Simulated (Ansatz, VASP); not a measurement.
**One calculation of CdSe, two programs**

```
CELL_PARAMETERS angstrom
4.32848 0.00000 0.00000
-2.16424 3.74857 0.00000
0.00000 0.00000 7.06649
ATOMIC_POSITIONS crystal
Cd 0.66667 0.33333 0.50000
Cd 0.33333 0.66667 0.00000
Se 0.66667 0.33333 0.88500
Se 0.33333 0.66667 0.38500
```

Change from the starting cell: volume scaled by 1.02.

Alike in both runs: task single point; functional LDA; k mesh 7 × 7 × 4; occupations fermi-dirac, width 0.05 eV; no spin polarisation.

|  | VASP | Ansatz |
| --- | --- | --- |
| version | VASP 6.6.1 | Ansatz 0.2.0 |
| potentials or method | VASP PAW LDA potentials, release 64 (Cd, Se), cutoff 520 eV | all-electron LAPW, scalar-relativistic |

Ansatz gave:

- gap on the k mesh at the Fermi level (eV): 0.39
- least direct gap on the mesh (eV): 0.39
- pressure (GPa): -2.7
- traceless stress, the component that is largest in VASP (GPa): -0.91
- rms of the force components (eV/Å): 0.136

Task: Which values does VASP return?

Result: gap on the k mesh at the Fermi level (eV): 0.42; least direct gap on the mesh (eV): 0.42; pressure (GPa): -2.3; traceless stress, the component that is largest in VASP (GPa): -0.98; rms of the force components (eV/Å): 0.142.

LDA's correlation is that of Perdew and Zunger in VASP and of Perdew and Wang (1992) in Ansatz. Atom by atom the forces differ by 0.006 eV/Å (rms over components). Ansatz ran all-electron here, and VASP with PAW potentials.
